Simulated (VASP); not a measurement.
Wanted: the native input for a VASP 6.6.1 run.

* Task: single point
* Functional: PBEsol
* Potentials or basis: VASP PAW PBE potentials, release 64 (Be)
* Cutoff: 520 eV
* k mesh: 24 × 24 × 14
* Occupations: gaussian, width 0.15 eV
* Spin: no spin polarisation
* Dipole correction: no
* Further INCAR settings: ALGO = Normal; EDIFF = 1e-06; NBANDS = 9

The structure of Be lies in POSCAR:

```
Be
1.0
    2.4144770842      0.0000000000      0.0000000000
   -1.2072385421      2.0909984917      0.0000000000
    0.0000000000      0.0000000000      3.7809450000
Be
2
Direct
    0.3333333333      0.6666666667      0.2500000000
    0.6666666667      0.3333333333      0.7500000000
```

This cell differs from its parent crystal: strain +0.050 along x and y, +0.050 along z.

These files were run (other wordings do the same):

INCAR

```
SYSTEM = Be
  PREC = Accurate
  ENCUT = 520
  EDIFF = 1E-6
  ISMEAR = 0
  SIGMA = 0.15
  LREAL = .False.
  LASPH = .True.
  NELM = 80
  ALGO = Normal
  ISIF = 2
  LWAVE = .False.
  LCHARG = .True.
  GGA = PS
  LELF = .True.
  LVHAR = .True.
  NBANDS = 9
```

KPOINTS

```
regular mesh
0
Gamma
  24 24 14
  0 0 0
```

Potentials or basis: VASP PAW PBE potentials, release 64 (Be).

Run with:

```console
$ cat potpaw_PBE.64/Be/POTCAR > POTCAR
$ mpirun -np 1 vasp_std > vasp.out
```

Results of the run:

* Pressure: -17.4 GPa
* Band gap on the k mesh: zero (band 2 reaches 6.48 eV, above the bottom of band 3 at 4.55 eV)

Caveat: the cell differs from its parent crystal (strain +0.050 along x and y, +0.050 along z); the PAW data sets were made with another functional, which shifts forces and pressure a little.

Wall time 27 s on 1 thread of AMD EPYC 9R45 96-Core Processor (Zen 5), with other jobs on the host, peak memory 0.15 GiB.
